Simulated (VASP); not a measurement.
Input of a VASP 6.6.1 run:

File INCAR:

```
  ALGO = Normal
  EDIFF = 1E-6
  ENCUT = 520
  GGA = PE
  ISIF = 2
  ISMEAR = 0
  ISPIN = 2
  LASPH = True
  LCHARG = False
  LMAXMIX = 4
  LORBIT = 11
  LREAL = False
  LWAVE = False
  MAGMOM = 1 0 0 0 0
  NBANDS = 29
  NELM = 150
  PREC = Accurate
  SIGMA = 0.1
```

The input KPOINTS:

```
k-points
0
Gamma
  6 6 2
```

POSCAR

```
ScSbS3
1.0
    4.3460771193      0.0000000000      0.0000000000
   -2.1730385596      3.7638131921      0.0000000000
    0.0000000000      0.0000000000      8.9552718726
Sc Sb S
1 1 3
Direct
    0.0000000000      0.0000000000      0.4432262692
    0.0000000000      0.0000000000      0.9108979493
    0.3333333333      0.6666666667      0.5395725174
    0.6666666667      0.3333333333      0.5395725174
    0.0000000000      0.0000000000      0.1671398766
```

Potentials or basis: VASP PAW PBE potentials, release 64 (Sc_sv, Sb, S).

Run with:

```sh
$ cat potpaw_PBE.64/Sc_sv/POTCAR potpaw_PBE.64/Sb/POTCAR potpaw_PBE.64/S/POTCAR > POTCAR
$ mpirun -np 1 vasp_std > vasp.out
```

Problem. What does it give for the net moment?

Solution. 0.00 μB per cell.

Problem. What does it give for the largest force?

Solution. 0.086 eV/Å.

Problem. Estimate the pressure.

Solution. 0.2 GPa.

Stress tensor (GPa, compression positive):
```
0.07 0.00 0.00
0.00 0.07 0.00
0.00 0.00 0.44
```
